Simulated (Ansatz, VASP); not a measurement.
# TiO2 in VASP and in Ansatz

File INCAR:

```
PREC = Accurate
ENCUT = 520
EDIFF = 1E-7
ISMEAR = -1
SIGMA = 0.05
LREAL = False
LASPH = True
NELM = 100
ALGO = Normal
ISIF = 2
LWAVE = False
LCHARG = False
NBANDS = 33
```

Contents of KPOINTS:

```
regular mesh
0
Gamma
  8 8 6
```

File POSCAR:

```
TiO2
1.0
    2.6694614897     -2.6700740968      0.0000000000
    2.6694614897      2.6700740968      0.0000000000
   -2.5979383801      0.0000000000      4.7318096342
Ti O
2 4
Direct
    0.8658900000      0.1341100000      0.7500000000
    0.1341100000      0.8658900000      0.2500000000
    0.0887550000      0.3312210000      0.1671490000
    0.9112450000      0.6687790000      0.8328510000
    0.6687790000      0.9112450000      0.3328510000
    0.3312210000      0.0887550000      0.6671490000
```

input.yaml

```yaml
crystal:
  lattice:
    - [2.6694614897, -2.6700740968, 0.0]
    - [2.6694614897, 2.6700740968, 0.0]
    - [-2.5979383801, 0.0, 4.7318096342]
  atoms:
    - { symbol: Ti, position: [0.86589, 0.13411, 0.75] }
    - { symbol: Ti, position: [0.13411, 0.86589, 0.25] }
    - { symbol: O, position: [0.088755, 0.331221, 0.167149] }
    - { symbol: O, position: [0.911245, 0.668779, 0.832851] }
    - { symbol: O, position: [0.668779, 0.911245, 0.332851] }
    - { symbol: O, position: [0.331221, 0.088755, 0.667149] }
kpoints:
  mp_grid: { grid: [8, 8, 6] }
scf:
  occupations: { method: fermi_dirac, width: 0.05 }
hamiltonian:
  xc: lda
  pseudopotentials: { kind: all_electron, lapw: { basis_error: 0.002 } }
output:
  forces: true
  stress: true
  eigenvalues: true
```

Change from the starting cell: volume scaled by 0.96.

Alike in both runs: task single point; functional LDA; k mesh 8 × 8 × 6; occupations fermi-dirac, width 0.05 eV; no spin polarisation.

|  | VASP | Ansatz |
| --- | --- | --- |
| version | VASP 6.6.1 | Ansatz 0.2.0 |
| potentials or method | VASP PAW LDA potentials, release 64 (Ti_sv, O), cutoff 520 eV | all-electron LAPW, scalar-relativistic |

|  | VASP | Ansatz | Ansatz less VASP |
| --- | --- | --- | --- |
| gap on the k mesh at the Fermi level (eV) | 2.03 | 2.06 | +0.021 |
| least direct gap on the mesh (eV) | 2.39 | 2.41 | +0.020 |
| pressure (GPa) | -3.6 | -4.6 | -0.98 |
| traceless stress, the component that is largest in VASP (GPa) | 0.46 | 0.43 | -0.033 |
| rms of the force components (eV/Å) | 0.055 | 0.061 | +0.0059 |

LDA's correlation is that of Perdew and Zunger in VASP and of Perdew and Wang (1992) in Ansatz. Atom by atom the forces differ by 0.017 eV/Å (rms over components). Ansatz ran all-electron here, and VASP with PAW potentials.
